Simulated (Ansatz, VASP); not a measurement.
# Sn in VASP and in Ansatz

File INCAR:

```
PREC = Accurate ; ENCUT = 520
EDIFF = 1E-6 ; ISMEAR = 0
SIGMA = 0.1 ; LREAL = False
LASPH = True ; NELM = 60
ALGO = Fast ; ISIF = 2
LWAVE = False ; LCHARG = False
LDIPOL = True ; IDIPOL = 3
DIPOL = 0.5 0.5 0.500 ; GGA = CA
NBANDS = 58
```

File KPOINTS:

```
Automatic mesh
0
Gamma
  12 9 1
```

The input POSCAR:

```
Sn
1.0
    3.1228666274      0.0000000000      0.0000000000
   -1.5614333137      4.0931969065      0.0000000000
    0.0000000000      0.0000000000     27.2795907195
Sn
7
Direct
    0.5000000000      0.0000000000      0.2749308110
    0.5000000000      0.5000000000      0.3499538740
    0.0000000000      0.0000000000      0.4249769370
    0.0000000000      0.5000000000      0.5000000000
    0.5000000000      0.0000000000      0.5750230630
    0.5000000000      0.5000000000      0.6500461260
    0.0000000000      0.0000000000      0.7250691890
```

Input for Ansatz:

```yaml
crystal:
  lattice:
    - [3.1228666274, 0.0, 0.0]
    - [-1.5614333137, 4.0931969065, 0.0]
    - [0.0, 0.0, 27.2795907195]
  atoms:
    - { symbol: Sn, position: [0.5, 0.0, 0.274930811] }
    - { symbol: Sn, position: [0.5, 0.5, 0.349953874] }
    - { symbol: Sn, position: [0.0, 0.0, 0.424976937] }
    - { symbol: Sn, position: [0.0, 0.5, 0.5] }
    - { symbol: Sn, position: [0.5, 0.0, 0.575023063] }
    - { symbol: Sn, position: [0.5, 0.5, 0.650046126] }
    - { symbol: Sn, position: [0.0, 0.0, 0.725069189] }
basis:
  ecutwfc: 420
kpoints:
  mp_grid: { grid: [12, 9, 1] }
hamiltonian:
  xc: lda
scf:
  occupations: { method: gaussian, width: 0.1 }
output:
  forces: true
  stress: true
  eigenvalues: true
  write_density: true
  write_potential: true
  elf: true
  volumetric_format: npy
efield:
  axis: 3
  dipole_correction: true
```

Alike in both runs: task single point; functional LDA; k mesh 12 × 9 × 1; occupations gaussian, width 0.1 eV; no spin polarisation.

|  | VASP | Ansatz |
| --- | --- | --- |
| version | VASP 6.6.1 | Ansatz 0.2.0 |
| potentials or method | VASP PAW LDA potentials, release 64 (Sn_d), cutoff 520 eV | scalar-relativistic, plane waves, PAW |
| valence electrons in the cell | 98 | 98 |

VASP gave:

```
gap on the k mesh at the Fermi level (eV) : none
rms of the force components (eV/Å)        : 0.150
```

Question: What did Ansatz give for the same quantities?

Answer: gap on the k mesh at the Fermi level (eV): none; rms of the force components (eV/Å): 0.152.

LDA's correlation is that of Perdew and Zunger in VASP and of Perdew and Wang (1992) in Ansatz. Atom by atom the forces differ by 0.004 eV/Å (rms over components). A gap of «none» marks a metal or a gap that the smearing closes. Ansatz's warnings: xc potential rough in thin density.
